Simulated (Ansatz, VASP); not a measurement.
# One calculation of CsNiN, two programs

Contents of INCAR:

```
  ALGO = Normal
  EDIFF = 1E-6
  ENCUT = 600
  GGA = PE
  GGA_COMPAT = False
  ISIF = 2
  ISMEAR = -1
  ISPIN = 2
  LASPH = True
  LCHARG = False
  LDAU = True
  LDAUJ = 0 0 0
  LDAUL = -1 2 -1
  LDAUPRINT = 1
  LDAUTYPE = 2
  LDAUU = 0 8 0
  LMAXMIX = 4
  LORBIT = 11
  LREAL = False
  LWAVE = False
  MAGMOM = 0 1 0
  NBANDS = 23
  NELM = 200
  PREC = Accurate
  SIGMA = 0.1
```

Contents of KPOINTS:

```
k-points
0
Gamma
  7 7 10
```

The input POSCAR:

```
CsNiN
1.0
    5.5369660000      0.0000000000      0.0000000000
   -2.7684830000      4.7951532159      0.0000000000
    0.0000000000      0.0000000000      3.4466570000
Cs Ni N
1 1 1
Direct
    0.6666666667      0.3333333333      0.5000000000
    0.3333333333      0.6666666667      0.0000000000
    0.3333333333      0.6666666667      0.5000000000
```

Input for Ansatz:

```yaml
crystal:
  lattice:
    a: 5.536966
    b: 5.536966
    c: 3.446657
    alpha: 90.0
    beta: 90.0
    gamma: 120.0
  space_group: 187
  atoms:
    - { symbol: Cs, position: [0.6666666666666666, 0.3333333333333333, 0.5] }
    - { symbol: Ni, position: [0.3333333333333333, 0.6666666666666666, 0.0] }
    - { symbol: "N", position: [0.3333333333333333, 0.6666666666666666, 0.5] }
kpoints:
  mp_grid:
    grid: [7, 7, 10]
    shift: [0.0, 0.0, 0.0]
hamiltonian:
  hubbard:
    - { species: Ni, l: d, u_eff: 8.0 }
magnetization:
  spin_polarized: true
  per_species:
    Ni: 1.0
scf:
  occupations:
    method: fermi_dirac
output:
  eigenvalues: true
```

Alike in both runs: task single point; functional PBE; k mesh 7 × 7 × 10; collinear spin; Hubbard terms Ni d U = 8.0 eV.

```csv
,VASP,Ansatz
version,VASP 6.6.1,Ansatz 0.2.0
potentials or method,"VASP PAW PBE potentials, release 64 (Cs_sv, Ni, N)","plane waves, PAW"
plane-wave cutoff (eV),600,420
occupations,"fermi-dirac, width 0.1 eV",fermi-dirac
valence electrons in the cell,24,32
```

|  | VASP | Ansatz | Ansatz less VASP |
| --- | --- | --- | --- |
| gap on the k mesh at the Fermi level (eV) | none | none | - |
| net moment per atom (μB) | 0.07 | 0.00 | -0.073 |
| size of the moment on the site where the two differ most (μB) | 0.26 | 0.00 | -0.259 |

Site moments also hang on the region over which each program counts them. The programs project onto different local orbitals, so the same U acts differently, and such runs can settle in different states. A gap of «none» marks a metal or a gap that the smearing closes. VASP's potentials hold 24 valence electrons a cell and Ansatz's 32, so a difference there can come from the potentials and not from the codes. Ansatz's warnings: filled band counts differ across k points, seeded moment not kept.

Spin-orbit coupling is off throughout.
